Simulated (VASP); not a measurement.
Wanted: the native input for a VASP 6.6.1 run.

```
Task                   : single point
Functional             : PBE
Potentials or basis    : VASP PAW PBE potentials, release 64 (Al, Ga_d, As)
Cutoff                 : 500 eV
k mesh                 : 10 × 10 × 2
Occupations            : gaussian, width 0.02 eV
Spin                   : no spin polarisation
Dipole correction      : no
Further INCAR settings : ALGO = Normal; EDIFF = 1e-06; NBANDS = 61
```

The structure of AlGa5As6 lies in POSCAR:

```
AlGa5As6
1.0
    4.0614934490      0.0000000000      0.0000000000
    0.0000000000      4.0614934490      0.0000000000
    0.0000000000      0.0000000000     17.2192617377
Al Ga As
1 5 6
Direct
    0.0000000000      0.0000000000      0.5000000000
    0.0000000000      0.0000000000      0.8331723810
    0.5000000000      0.5000000000      0.0000000000
    0.0000000000      0.0000000000      0.1668276190
    0.5000000000      0.5000000000      0.3335926992
    0.5000000000      0.5000000000      0.6664073008
    0.5000000000      0.0000000000      0.9165850194
    0.0000000000      0.5000000000      0.0834149806
    0.5000000000      0.0000000000      0.2501966926
    0.0000000000      0.5000000000      0.4173249363
    0.5000000000      0.0000000000      0.5826750637
    0.0000000000      0.5000000000      0.7498033074
```

The input as run:

INCAR

```
SYSTEM = AlGa5As6
ALGO = Normal
EDIFF = 1E-6
ENCUT = 500
GGA = PE
GGA_COMPAT = .False.
ISIF = 2
ISMEAR = 0
LASPH = .True.
LCHARG = .False.
LREAL = .False.
LWAVE = .False.
NBANDS = 61
NELM = 120
PREC = Accurate
SIGMA = 0.02
```

KPOINTS

```
k-points
0
Gamma
  10 10 2
  0 0 0
```

Potentials or basis: VASP PAW PBE potentials, release 64 (Al, Ga_d, As).

The run is started by

```console
$ cat potpaw_PBE.64/Al/POTCAR potpaw_PBE.64/Ga_d/POTCAR potpaw_PBE.64/As/POTCAR > POTCAR
$ mpirun -np 1 vasp_std > vasp.out
```

It gave:

```json
{
  "Pressure": "0.2 GPa",
  "Band gap on the k mesh": "0.40 eV"
}
```

Caveat: semilocal functionals underestimate gaps, and a narrow one can read as zero.

Run time: 21 min on 1 thread of Oxide Virtual Turin-like Processor (shared host), peak memory 0.64 GiB.
